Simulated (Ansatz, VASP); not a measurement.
**One calculation of LiF, two programs**

```xyz
2
Lattice="0.0000 1.9949 2.0547 1.9949 0.0000 2.0547 1.9949 1.9949 0.0000" Properties=species:S:1:pos:R:3 pbc="T T T"
Li    0.0000    0.0000    0.0000
F     1.9949    1.9949    2.0547
```

Change from the starting cell: uniaxial_z strain +3.0%.

Alike in both runs: task single point; functional PBE; k mesh 10 × 10 × 10; occupations fermi-dirac, width 0.02 eV; no spin polarisation.

|  | VASP | Ansatz |
| --- | --- | --- |
| version | VASP 6.6.1 | Ansatz 0.2.0 |
| potentials or method | VASP PAW PBE potentials, release 64 (Li_sv, F) | plane waves, PAW |
| plane-wave cutoff (eV) | 520 | 420 |
| valence electrons in the cell | 10 | 10 |

```csv
,VASP,Ansatz,Ansatz less VASP
gap on the k mesh at the Fermi level (eV),9.04,9.04,-0.003
```

Noted on VASP's run: the cutoff is short for stress, so the pressure is rough.
